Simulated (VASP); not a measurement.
# Sc2AlAs3 (P6/mmm) in VASP: further runs, part 2 of 2

VASP 6.6.1. The steps go on from the part before.

## 3. Single point, PBE, collinear spin

This run uses another cell than the first one, of 20.22 Å³/atom.

INCAR reads:

```
SYSTEM = Sc2AlAs3
PREC = Accurate
ENCUT = 520
EDIFF = 1E-6
ISMEAR = 0
SIGMA = 0.1
LREAL = .False.
LASPH = .True.
NELM = 150
ALGO = Normal
ISIF = 2
LWAVE = .False.
LCHARG = .False.
ISPIN = 2
MAGMOM = 1 1 0 0 0 0
LORBIT = 11
LMAXMIX = 4
GGA = PE
NBANDS = 33
```

KPOINTS reads:

```
regular mesh
0
Gamma
  6 6 4
  0 0 0
```

POSCAR reads:

```
Sc2AlAs3
1.0
    5.0510373441      0.0000000000      0.0000000000
   -2.5255186721      4.3743266555      0.0000000000
    0.0000000000      0.0000000000      5.4898084188
Sc Al As
2 1 3
Direct
    0.3333333333      0.6666666667      0.0000000000
    0.6666666667      0.3333333333      0.0000000000
    0.0000000000      0.0000000000      0.5000000000
    0.3333333333      0.6666666667      0.5000000000
    0.6666666667      0.3333333333      0.5000000000
    0.0000000000      0.0000000000      0.0000000000
```

Potentials or basis: VASP PAW PBE potentials, release 64 (Sc_sv, Al, As).

Launch:

```sh
cat potpaw_PBE.64/Sc_sv/POTCAR potpaw_PBE.64/Al/POTCAR potpaw_PBE.64/As/POTCAR > POTCAR
mpirun -np 1 vasp_std > vasp.out
```

OUTCAR:

```text
SYSTEM = Sc2AlAs3
   PREC = Accurate
   ENCUT = 520
   EDIFF = 1E-6
   ISMEAR = 0
   LREAL = .False.
   LASPH = .True.
   NELM = 150
   ISIF = 2
   ISPIN = 2
   LORBIT = 11
   GGA = PE

 ion  position               nearest neighbor table
   1  0.333  0.667  0.000-   4 2.74   4 2.74   2 2.92   6 2.92   2 2.92   6 2.92   6 2.92   2 2.92

   2  0.667  0.333  0.000-   5 2.74   5 2.74   1 2.92   6 2.92   1 2.92   6 2.92   6 2.92   1 2.92

   3  0.000  0.000  0.500-   6 2.74   6 2.74   4 2.92   5 2.92   5 2.92   4 2.92   5 2.92   4 2.92

   4  0.333  0.667  0.500-   1 2.74   1 2.74   5 2.92   3 2.92   5 2.92   3 2.92   3 2.92   5 2.92

   5  0.667  0.333  0.500-   2 2.74   2 2.74   4 2.92   3 2.92   4 2.92   3 2.92   3 2.92   4 2.92

   6  0.000  0.000  0.000-   3 2.74   3 2.74   1 2.92   2 2.92   2 2.92   1 2.92   2 2.92   1 2.92

  LATTYP: Found a hexagonal cell.
 ALAT       =     5.0510373441
 C/A-ratio  =     1.0868675175

  Lattice vectors:

 A1 = (   5.0510373441,   0.0000000000,   0.0000000000)
 A2 = (  -2.5255186721,   4.3743266555,   0.0000000000)
 A3 = (   0.0000000000,   0.0000000000,   5.4898084188)

Analysis of symmetry for initial positions (statically):
=====================================================================
 Subroutine PRICEL returns:
 Original cell was already a primitive cell.

 Routine SETGRP: Setting up the symmetry group for a
 hexagonal supercell.

 Subroutine GETGRP returns: Found 24 space group operations
 (whereof 24 operations were pure point group operations)
 out of a pool of 24 trial point group operations.

The static configuration has the point symmetry D_6h.

Analysis of symmetry for dynamics (positions and initial velocities):
=====================================================================
 Subroutine PRICEL returns:
 Original cell was already a primitive cell.

 Routine SETGRP: Setting up the symmetry group for a
 hexagonal supercell.

 Subroutine GETGRP returns: Found 24 space group operations
 (whereof 24 operations were pure point group operations)
 out of a pool of 24 trial point group operations.

The dynamic configuration has the point symmetry D_6h.

Analysis of structural, dynamic, and magnetic symmetry:
=====================================================================
 Subroutine PRICEL returns:
 Original cell was already a primitive cell.

 Routine SETGRP: Setting up the symmetry group for a
 hexagonal supercell.

 Subroutine GETGRP returns: Found 24 space group operations
 (whereof 24 operations were pure point group operations)
 out of a pool of 24 trial point group operations.

The overall configuration has the point symmetry D_6h.

 Subroutine INISYM returns: Found 24 space group operations
 (whereof 24 operations are pure point group operations),
 and found     1 'primitive' translations

----------------------------------------------------------------------------------------

                                     Primitive cell

  volume of cell :     121.2967

  direct lattice vectors                    reciprocal lattice vectors
[... 93 lines left out ...]
   EDIFFG = 0.1E-04   stopping-criterion for IOM
   NSW    =      0    number of steps for IOM
   IBRION =     -1    ionic relax: 0-MD 1-quasi-New 2-CG
   NFREE  =      0    steps in history (QN), initial steepest desc. (CG)
   ISIF   =      2    stress and relaxation
   ISYM   =      2    0-nonsym 1-usesym 2-fastsym
   POTIM  = 0.5000    time-step for ionic-motion
   TEBEG  =    0.0;   TEEND  =   0.0 temperature during run
   PSTRESS=    0.0 pullay stress
   NELECT =      40.0000    total number of electrons
   NUPDOWN=      -1.0000    fix difference up-down
   EMIN   =  10.00;   EMAX   =-10.00  energy-range for DOS
   EFERMI =   0.00;   METHOD = LEGACY
   ISMEAR =     0;   SIGMA  =   0.10  broadening in eV -4-tet -1-fermi 0-gaus
   EFERMI_NEDOS =   21; number of points for ismear=-14 and -15
   IALGO  =     38    algorithm
   IMIX   =      4    mixing-type and parameters
     AMIX     =   0.40;   BMIX     =  1.00
     AMIX_MAG =   1.60;   BMIX_MAG =  1.00
  volume/ion in A,a.u.               =      20.22       136.43
  Fermi-wavevector in a.u.,A,eV,Ry     =   1.131041  2.137358 17.405316  1.279255
  Thomas-Fermi vector in A             =   2.267739
   LORBIT       =     11    0 simple, 1 ext, 2 COOP (PROOUT), +10 PAW based schemes
   GGA     = PE    functional components
   LHFCALC =     F    Hartree Fock is set to
   AEXX    =    0.0000 exact exchange contribution
   IVDW    =     0    specifies the selected vdW correction
   LEPSILON=     F    determine dielectric tensor
   LRPA    =     F    only Hartree local field effects (RPA)
 spin polarized calculation
 Gauss-broadening in eV      SIGMA  =   0.10
  energy-cutoff  :      520.00
  volume of cell :      121.30
 maximum number of plane-waves:      3286
 NGX is ok and might be reduce to    40
   NGX = 19   NGY = 19   NGZ = 21

 number of electron      39.9999999 magnetization       1.6095623

 Free energy of the ion-electron system (eV)
  ---------------------------------------------------
  ext. energy  EPLUGINS =         0.00000000
  ---------------------------------------------------
  free energy    TOTEN  =       -31.94922192 eV

  energy without entropy =      -31.92709661  energy(sigma->0) =      -31.93815927

 E-fermi :   5.7182     XC(G=0): -10.2795

 val. band max:        5.7163359081   @ k =   0.1667   0.1667   0.5000
 cond. band min:       5.7247912357   @ k =   0.5000  -0.0000   0.5000
 fundamental gap:      0.0084553275
 Fermi energy:         5.7182463868

 spin component 1

 k-point     1 :       0.0000    0.0000    0.0000
  band No.  band energies     occupation
      1     -44.2497      1.00000
      2     -44.1339      1.00000
      3     -23.1226      1.00000
      4     -23.1226      1.00000
      5     -22.8554      1.00000
      6     -22.7489      1.00000
[... 724 lines left out ...]
     31      10.1552      0.00000
     32      10.7524      0.00000
 Fermi energy:         5.7182463868

 spin component 2

 k-point     1 :       0.0000    0.0000    0.0000
  band No.  band energies     occupation
      1     -43.8113      1.00000
      2     -43.7031      1.00000
      3     -22.5737      1.00000
      4     -22.5737      1.00000
      5     -22.5664      1.00000
      6     -22.4652      1.00000
[... 724 lines left out ...]
     31      10.6280      0.00000
     32      11.0905      0.00000
 [bands above 32 left out]

------------------------ aborting loop because EDIFF is reached ----------------------------------------

  FORCE on cell =-STRESS in cart. coord.  units (eV):
  Direction    XX          YY          ZZ          XY          YZ          ZX
  --------------------------------------------------------------------------------------
  -------------------------------------------------------------------------------------
  Total        0.4707791      0.4707791      0.4033635     -0.0000000      0.0000000     -0.0000000
  in kB        6.2184012      6.2184012      5.3279258     -0.0000000      0.0000000     -0.0000000
  external PRESSURE =       5.9215761 kB  Pullay stress =       0.0000000 kB

 VOLUME and BASIS-vectors are now :
 -----------------------------------------------------------------------------
  energy-cutoff  :      520.00
  volume of cell :      121.30
      direct lattice vectors                 reciprocal lattice vectors
     5.051037344  0.000000000  0.000000000     0.197979134  0.114303306  0.000000000
    -2.525518672  4.374326655  0.000000000     0.000000000  0.228606613  0.000000000
     0.000000000  0.000000000  5.489808419     0.000000000  0.000000000  0.182155719

 POSITION                                       TOTAL-FORCE (eV/Angst)
 -----------------------------------------------------------------------------------
     -0.00000      2.91622      0.00000         0.000000      0.000000     -0.000000
      2.52552      1.45811      0.00000        -0.000000     -0.000000      0.000000
      0.00000      0.00000      2.74490        -0.000000     -0.000000      0.000000
     -0.00000      2.91622      2.74490         0.000000      0.000000      0.000000
      2.52552      1.45811      2.74490        -0.000000     -0.000000     -0.000000
      0.00000      0.00000      0.00000        -0.000000     -0.000000      0.000000
 -----------------------------------------------------------------------------------
    total drift:                                0.000000     -0.000000     -0.000000

  FREE ENERGIE OF THE ION-ELECTRON SYSTEM (eV)
  ---------------------------------------------------
  free  energy   TOTEN  =       -31.9492219200 eV

  energy  without entropy=      -31.9270966144  energy(sigma->0) =      -31.93815927

 total charge

# of ion       s       p       d       tot
------------------------------------------
    1        2.213   6.118   1.159   9.491
    2        2.213   6.118   1.159   9.491
    3        0.450   0.246   0.000   0.696
    4        1.284   1.409   0.038   2.731
    5        1.284   1.409   0.038   2.731
    6        1.206   1.563   0.030   2.799
--------------------------------------------------
tot          8.651  16.862   2.425  27.938

 magnetization (x)

# of ion       s       p       d       tot
------------------------------------------
    1        0.034   0.036   0.499   0.569
    2        0.034   0.036   0.499   0.569
    3        0.011   0.008   0.000   0.018
    4       -0.000  -0.003   0.003   0.000
    5       -0.000  -0.003   0.003   0.000
    6       -0.003  -0.045   0.012  -0.037
--------------------------------------------------
tot          0.076   0.028   1.015   1.119
```

Run time: 2.4 min. Hardware: 1 thread of Intel Xeon Platinum 8488C (Sapphire Rapids), shared host; peak memory 0.36 GiB.

What came out:

| Quantity | Value |
| --- | --- |
| Free energy | -31.9492 eV |
| Pressure | 0.6 GPa |
| Net moment | 1.61 μB per cell |
| Site moments | Sc +0.57; Al +0.02; As +0.00, -0.04 (each value once) μB |
| Valence electrons inside the program's atomic spheres | Sc 9.49; Al 0.70; As 2.73, 2.80 (each value once) |

Stress tensor (GPa, compression positive):
```
0.62 0.00 0.00
0.00 0.62 0.00
0.00 0.00 0.53
```

Levels at points of the mesh, in eV from the Fermi level:
Spin up:
```tsv
k point	band 17	band 18	band 19	band 20	band 21	band 22	band 23	band 24	band 25	band 26
(0.00, 0.00, 0.00)	-2.00	-1.03	-1.03	-0.98	0.07	0.08	0.08	0.31	0.62	0.62
(0.50, 0.00, 0.00)	-2.26	-1.08	-0.93	-0.55	0.35	0.61	1.24	1.30	1.63	2.01
(0.00, 0.00, 0.50)	-3.28	-2.25	-2.25	-1.71	0.07	0.23	0.23	1.35	1.35	1.51
(0.50, 0.00, 0.50)	-2.37	-0.81	-0.68	-0.08	0.01	0.62	0.97	1.06	2.03	2.22
```
Spin down:
```
           k point  band 17  band 18  band 19  band 20  band 21  band 22
(0.00, 0.00, 0.00)    -1.86    -0.97    -0.92    -0.92     0.08     0.50
(0.50, 0.00, 0.00)    -2.11    -1.04    -0.18    -0.01     0.67     1.31
(0.00, 0.00, 0.50)    -3.10    -2.18    -2.18    -1.62     0.94     1.24
(0.50, 0.00, 0.50)    -2.14    -0.81     0.13     0.17     0.91     0.96
```
